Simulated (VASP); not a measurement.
A run of VASP 6.6.1 is set up as follows.

Contents of INCAR:

```
SYSTEM = V
  ALGO = Normal
  EDIFF = 1E-7
  EDIFFG = -0.005
  ENCUT = 500
  GGA = PE
  GGA_COMPAT = .False.
  IBRION = 2
  ISIF = 4
  ISMEAR = -1
  LASPH = .True.
  LCHARG = .False.
  LREAL = .False.
  LWAVE = .False.
  NELM = 120
  NELMIN = 4
  NSW = 50
  PREC = Accurate
  SIGMA = 0.05
```

Contents of KPOINTS:

```
k-points
0
Gamma
  17 17 15
  0 0 0
```

POSCAR

```
V
1.0
    2.3620225209      0.0000000000      0.0000000000
   -1.1810112605      2.0455715074      0.0000000000
    0.0000000000      0.0000000000      2.2041337903
V
1
Direct
    0.0000000000      0.0000000000      0.0000000000
```

Potentials or basis: VASP PAW PBE potentials, release 64 (V_sv).

Command:

```bash
$ cat potpaw_PBE.64/V_sv/POTCAR > POTCAR
$ mpirun -np 1 vasp_std > vasp.out
```

(1) Predict the band gap on the k mesh.

## Answers

(1) zero (an odd number of electrons rules out a gap without spin polarisation).
